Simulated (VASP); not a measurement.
A run of VASP 6.6.1 is set up as follows.

Contents of INCAR:

```
PREC = Accurate
ENCUT = 520
EDIFF = 1E-6
ISMEAR = 0
SIGMA = 0.1
LREAL = False
LASPH = True
NELM = 150
ALGO = Normal
ISIF = 2
LWAVE = False
LCHARG = False
ISPIN = 2
MAGMOM = 0.75
LORBIT = 11
LMAXMIX = 4
GGA = PE
NBANDS = 15
```

The input KPOINTS:

```
Automatic mesh
0
Gamma
  20 20 20
```

File POSCAR:

```
Ni
1.0
    0.0000000000      1.7652068240      1.7652068240
    1.7652068240      0.0000000000      1.7652068240
    1.7652068240      1.7652068240      0.0000000000
Ni
1
Direct
    0.0000000000      0.0000000000      0.0000000000
```

Potentials or basis: VASP PAW PBE potentials, release 64 (Ni).

Launch:

```sh
$ cat potpaw_PBE.64/Ni/POTCAR > POTCAR
$ mpirun -np 1 vasp_std > vasp.out
```

Question: What does it give for the pressure?

Answer: -2.0 GPa.

Question: Estimate the net moment.

Answer: 0.63 μB per cell.

Question: What does it give for the site moments?

Answer: Ni +0.64 μB.
